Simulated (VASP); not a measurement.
Input of a VASP 6.6.1 run:

Contents of INCAR:

```
PREC     = Accurate       # precision mode
ENCUT    = 520            # plane-wave cutoff, eV
EDIFF    = 1E-6           # SCF threshold, eV
ISMEAR   = -1             # smearing method
SIGMA    = 0.05           # smearing width, eV
LREAL    = False          # projectors in reciprocal space
LASPH    = True           # aspherical terms in the spheres
NELM     = 120            # most SCF steps
ALGO     = Normal         # electronic algorithm
ISIF     = 2              # what is computed and relaxed
LWAVE    = False          # write WAVECAR
LCHARG   = False          # write CHGCAR
GGA      = PE             # functional
NBANDS   = 47             # bands
NELECT   = 50.0         
GGA_COMPAT= False
```

File KPOINTS:

```
Automatic mesh
0
Gamma
  1 1 1
```

Contents of POSCAR:

```
NaH12ClO6
1.0
    6.0731780000      0.0000000000      0.0000000000
    0.0000000000      6.0731780000      0.0000000000
    0.0000000000      0.0000000000      6.0731780000
O H Na Cl
6 12 1 1
Direct
    0.8055584737      0.6215197381      0.8404166649
   -0.0177831112      0.8831784611      0.1433845674
    0.4785797485      0.5073949751      0.4161906666
    0.2245117795      0.4147416723      1.0017983995
    0.6699951821      0.2189133926     -0.0001152609
    0.9574888139      1.1856066132      0.5130427595
    0.7068786721      0.7483725983      0.7999600868
    0.7574123466      0.4562685302      0.9058848596
   -0.0961769933      0.7387400797      0.0660609651
    0.1352504405      0.8850226356      0.2141218321
    0.5790213954      0.6641004100      0.3538674480
    0.5785768176      0.3832425132      0.4064264212
    0.3147281374      0.5239102164      1.0761746157
    0.2206587721      0.2524872480      1.0760099572
    0.6292916163      0.1849608228     -0.1604102498
    0.7965681230      0.1665520095      0.0853589340
    0.9356057076      1.0723874716      0.6256197332
    0.8555487753      1.1471588681      0.3886433100
    1.1255227494      0.5137672566      0.6245000558
    0.3335321310      0.8824210323      0.6987774770
```

Potentials or basis: VASP PAW PBE potentials, release 64 (O, H, Na_pv, Cl).

Run with:

```bash
$ cat potpaw_PBE.64/O/POTCAR potpaw_PBE.64/H/POTCAR potpaw_PBE.64/Na_pv/POTCAR potpaw_PBE.64/Cl/POTCAR > POTCAR
$ mpirun -np 1 vasp_gam > vasp.out
```

Q: Predict the largest force.

A: 4.851 eV/Å.

Forces on the atoms (eV/Å):
```
O    0.871 -1.590  0.438
O   -1.270  0.009 -0.390
O   -0.916  4.749 -0.377
O   -1.427 -3.109 -0.937
O   -2.594  1.623 -0.852
O    1.600  1.924 -0.741
H   -0.909  0.924 -0.490
H    0.086  0.858 -0.103
H    0.115  0.138  0.895
H    1.931 -0.390  0.625
H   -0.755 -0.790  0.147
H    1.775 -3.471  0.147
H    1.881  2.573  1.753
H    0.259  0.258  0.275
H   -0.521 -0.551 -0.854
H    1.793 -1.177  1.312
H   -0.428 -2.111  2.049
H   -1.137 -0.472 -1.048
Na  -0.398 -0.820 -1.290
Cl   0.046  1.425 -0.558
```

Caveat: the k points lie up to 1.03 Å⁻¹ apart, too coarse for converged energies, forces and pressures; the cell carries a net charge on a neutralising background, which shifts energy and pressure.
